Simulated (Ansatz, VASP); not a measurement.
Two plane-wave programs on HfPt2

```
CELL_PARAMETERS angstrom
5.55202 0.00000 0.00000
0.00000 5.55202 0.00000
0.00000 0.00000 4.60697
ATOMIC_POSITIONS crystal
Hf 0.00000 0.00000 0.00000
Hf 0.50000 0.50000 0.50000
Pt 0.32615 0.32615 0.00000
Pt 0.17385 0.82615 0.50000
Pt 0.67385 0.67385 0.00000
Pt 0.82615 0.17385 0.50000
```

Alike in both runs: functional PBE; k mesh 4 × 4 × 6; occupations gaussian, width 0.1 eV; no spin polarisation.

Ansatz relaxed the structure, and its values are those at the end. VASP's run is a single point on that final structure, the one shown.

|  | VASP | Ansatz |
| --- | --- | --- |
| version | VASP 6.6.1 | Ansatz 0.2.0 |
| potentials or method | VASP PAW PBE potentials, release 64 (Hf_pv, Pt), cutoff 520 eV | scalar-relativistic, plane waves, PAW |
| valence electrons in the cell | 60 | 124 |

|  | VASP | Ansatz | Ansatz less VASP |
| --- | --- | --- | --- |
| gap on the k mesh at the Fermi level (eV) | none | none | - |
| pressure (GPa) | -0.6 | 0.1 | +0.70 |
| rms of the force components (eV/Å) | 0.030 | 0.025 | -0.0042 |

A gap of «none» marks a metal or a gap that the smearing closes. VASP's potentials hold 60 valence electrons a cell and Ansatz's 124, so a difference there can come from the potentials and not from the codes.

Neither program's run includes spin-orbit coupling.
